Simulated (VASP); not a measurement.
Set up this calculation in VASP 6.6.1, as the native input.

```
Task                   : relaxation of cell and atoms
Functional             : PBE
Potentials or basis    : VASP PAW PBE potentials, release 64 (Si, W_sv)
Cutoff                 : 600 eV
k mesh                 : 6 × 6 × 6
Occupations            : gaussian, width 0.1 eV
Spin                   : no spin polarisation
Dipole correction      : no
Further INCAR settings : ALGO = Normal; EDIFF = 1e-07; IBRION = 2; EDIFFG = -0.04; NSW = 90; ISIF = 3
```

The structure of SiW2 lies in POSCAR:

```
SiW2
1.0
    4.1237857800      0.0000000000      0.0000000000
   -2.0618928900      3.5713032400      0.0000000000
    0.0000000000      0.0000000000      3.6929041500
Si W
1 2
Direct
    0.0000000000      0.0000000000      0.0000000000
    0.3333333300      0.6666666700      0.5000000000
    0.6666666700      0.3333333300      0.5000000000
```

The cell was built from a structure type or drawn by symmetry, and may not be a known phase.

One way to write it, as run:

INCAR

```
ALGO     = Normal         # electronic algorithm
EDIFF    = 1E-7           # SCF threshold, eV
EDIFFG   = -0.04          # ionic threshold
ENCUT    = 600            # plane-wave cutoff, eV
GGA      = PE             # functional
IBRION   = 2              # ionic algorithm
ISIF     = 3              # what is computed and relaxed
ISMEAR   = 0              # smearing method
LASPH    = True           # aspherical terms in the spheres
LCHARG   = False          # write CHGCAR
LREAL    = False          # projectors in reciprocal space
LWAVE    = False          # write WAVECAR
NELM     = 100            # most SCF steps
NSW      = 90             # ionic steps
PREC     = Accurate       # precision mode
SIGMA    = 0.1            # smearing width, eV
```

KPOINTS

```
k-points
0
Gamma
  6 6 6
```

Potentials or basis: VASP PAW PBE potentials, release 64 (Si, W_sv).

Command:

```console
$ cat potpaw_PBE.64/Si/POTCAR potpaw_PBE.64/W_sv/POTCAR > POTCAR
$ mpirun -np 1 vasp_std > vasp.out
```

Results of the run:

```yaml
Relaxed_volume: 15.77 Å³/atom
Relaxed_cell: a = 4.557 Å, b = 4.557 Å, c = 2.631 Å, α = 90.00°, β = 90.00°, γ = 120.00°
Space_group_after_relaxing_to_0.1_Å: P6/mmm (No. 191)
Energy_gained_by_relaxing: 715.7 meV/atom
Ionic_steps: 11
Pressure_after_relaxing: 0.2 GPa
Band_gap_on_the_k_mesh: zero (bands 16 and 17 overlap by 1.98 eV)
```

Caveat: a cell axis changed by over 15 % at a fixed basis, so the end point is rough; spin-orbit coupling is left out, which moves the levels of the heavy elements.

Wall time 2.1 min on 1 thread of Intel(R) Xeon(R) 6975P-C (Granite Rapids) (shared host), peak memory 0.22 GiB.
